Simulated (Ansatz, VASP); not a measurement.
# AlNi: VASP beside Ansatz

INCAR

```
SYSTEM = AlNi
  PREC = Accurate
  ENCUT = 600
  EDIFF = 1E-6
  ISMEAR = -1
  SIGMA = 0.05
  LREAL = .FALSE.
  LASPH = .TRUE.
  NELM = 150
  ALGO = Normal
  ISIF = 3
  LWAVE = .FALSE.
  LCHARG = .FALSE.
  ISPIN = 2
  MAGMOM = 1 0
  LORBIT = 11
  LMAXMIX = 4
  GGA = PE
  IVDW = 12
  IBRION = 2
  NSW = 80
  EDIFFG = -0.01
```

Contents of KPOINTS:

```
regular mesh
0
G
  9 9 9
  0 0 0
```

Contents of POSCAR:

```
AlNi
1.0
    2.8810000000      0.0000000000      0.0000000000
    0.0000000000      2.8810000000      0.0000000000
    0.0000000000      0.0000000000      2.8810000000
Ni Al
1 1
Direct
    0.5000000000      0.5000000000      0.5000000000
    0.0000000000      0.0000000000      0.0000000000
```

The input input.yaml:

```yaml
crystal:
  lattice:
    - [2.881, 0.0, 0.0]
    - [0.0, 2.881, 0.0]
    - [0.0, 0.0, 2.881]
  atoms:
    - { symbol: Ni, position: [0.5, 0.5, 0.5], spin: 1.0 }
    - { symbol: Al, position: [0.0, 0.0, 0.0] }
kpoints:
  mp_grid: { grid: [9, 9, 9] }
scf:
  occupations: { method: fermi_dirac, width: 0.05 }
hamiltonian:
  xc: pbe
  dispersion: d3bj
  pseudopotentials: { kind: all_electron, lapw: { basis_error: 0.001 } }
magnetization:
  spin_polarized: true
output:
  forces: true
  stress: true
relax:
  f_tol: 0.01
  max_steps: 60
  cell: {}
```

Alike in both runs: task relaxation of cell and atoms; functional PBE; dispersion D3(BJ); k mesh 9 × 9 × 9; occupations fermi-dirac, width 0.05 eV; collinear spin.

|  | VASP | Ansatz |
| --- | --- | --- |
| version | VASP 6.6.1 | Ansatz 0.2.0 |
| potentials or method | VASP PAW PBE potentials, release 64 (Ni, Al), cutoff 600 eV | all-electron LAPW, scalar-relativistic |

|  | VASP | Ansatz | Ansatz less VASP |
| --- | --- | --- | --- |
| net moment per atom (μB) | 0.00 | 0.00 | 0.000 |
| relaxed volume (Å³/atom) | 11.65 | 11.65 | +0.002 |
| relaxed cell length with the largest relative difference (Å) | 2.856 | 2.856 | +0.0002 |

Ansatz ran all-electron here, and VASP with PAW potentials.
